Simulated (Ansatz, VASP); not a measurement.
C in VASP and in Ansatz

```
C
1.0
     0.00000    1.82465    1.82465
     1.82465    0.00000    1.82465
     1.82465    1.82465    0.00000
C
2
Direct
  0.50000 0.50000 0.50000
  0.75000 0.75000 0.75000
```

Change from the starting cell: strain +0.025 along x and y, +0.025 along z, atoms carried along.

Alike in both runs: task single point; functional r2SCAN; k mesh 12 × 12 × 12; occupations gaussian, width 0.05 eV; no spin polarisation.

```csv
,VASP,Ansatz
version,VASP 6.6.1,Ansatz 0.2.0
potentials or method,"VASP PAW PBE potentials, release 64 (C), cutoff 520 eV","scalar-relativistic, plane waves, PAW"
valence electrons in the cell,8,8
```

|  | VASP | Ansatz | Ansatz less VASP |
| --- | --- | --- | --- |
| gap on the k mesh at the Fermi level (eV) | 4.18 | 4.21 | +0.026 |
| least direct gap on the mesh (eV) | 5.65 | 5.69 | +0.039 |
| pressure (GPa) | -28.3 | -29.1 | -0.85 |

VASP's potentials were made for PBE, not for r2SCAN. Both programs put the cell under strong tension, so it lies far from rest at this level.
